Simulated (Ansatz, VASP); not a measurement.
Two plane-wave programs on Re

File INCAR:

```
ALGO     = Normal         # electronic algorithm
EDIFF    = 1E-6           # SCF threshold, eV
ENCUT    = 500            # plane-wave cutoff, eV
GGA      = PE             # functional
GGA_COMPAT= F            
ISIF     = 2              # what is computed and relaxed
ISMEAR   = -1             # smearing method
LASPH    = T              # aspherical terms in the spheres
LCHARG   = F              # write CHGCAR
LREAL    = F              # projectors in reciprocal space
LWAVE    = F              # write WAVECAR
NBANDS   = 14             # bands
NELM     = 120            # most SCF steps
PREC     = Accurate       # precision mode
SIGMA    = 0.1            # smearing width, eV
```

Contents of KPOINTS:

```
k-points
0
Gamma
  14 14 14
```

File POSCAR:

```
Re
1.0
    2.5456177499      0.0000000000      0.0000000000
    0.0000000000      2.5456177499      0.0000000000
    0.0000000000      0.0000000000      2.5456177499
Re
1
Direct
    0.0000000000      0.0000000000      0.0000000000
```

Input for Ansatz:

```yaml
crystal:
  lattice:
    - [2.5456177499, 0.0, 0.0]
    - [0.0, 2.5456177499, 0.0]
    - [0.0, 0.0, 2.5456177499]
  atoms:
    - { symbol: Re, position: [0.0, 0.0, 0.0] }
hamiltonian:
  xc: pbe
  pseudopotentials:
    kind: paw
    azcp:
      Re: "pseudopotentials/Re.paw.azcp"
basis:
  ecutwfc: 420
  fft_grid_basis: typed
kpoints:
  mp_grid: { grid: [14, 14, 14], shift: [0, 0, 0] }
magnetization:
  spin_polarized: false
scf:
  occupations: { method: fermi_dirac, width: 0.1 }
  lower_state_search: "off"
output:
  stress: true
```

Alike in both runs: task single point; functional PBE; k mesh 14 × 14 × 14; occupations fermi-dirac, width 0.1 eV; no spin polarisation.

|  | VASP | Ansatz |
| --- | --- | --- |
| version | VASP 6.6.1 | Ansatz 0.2.0 |
| potentials or method | VASP PAW PBE potentials, release 64 (Re_sv_GW), cutoff 500 eV | plane waves (420 eV) with PAW, scalar-relativistic |
| valence electrons in the cell | 15 | 15 |

VASP gave:

| Quantity | Value |
| --- | --- |
| pressure (GPa) | 8.8 |

Estimate Ansatz's values.

pressure (GPa): 10.9.

With one functional, cell and mesh, what is left measures potentials, basis and numerics.

Neither program's run includes spin-orbit coupling.
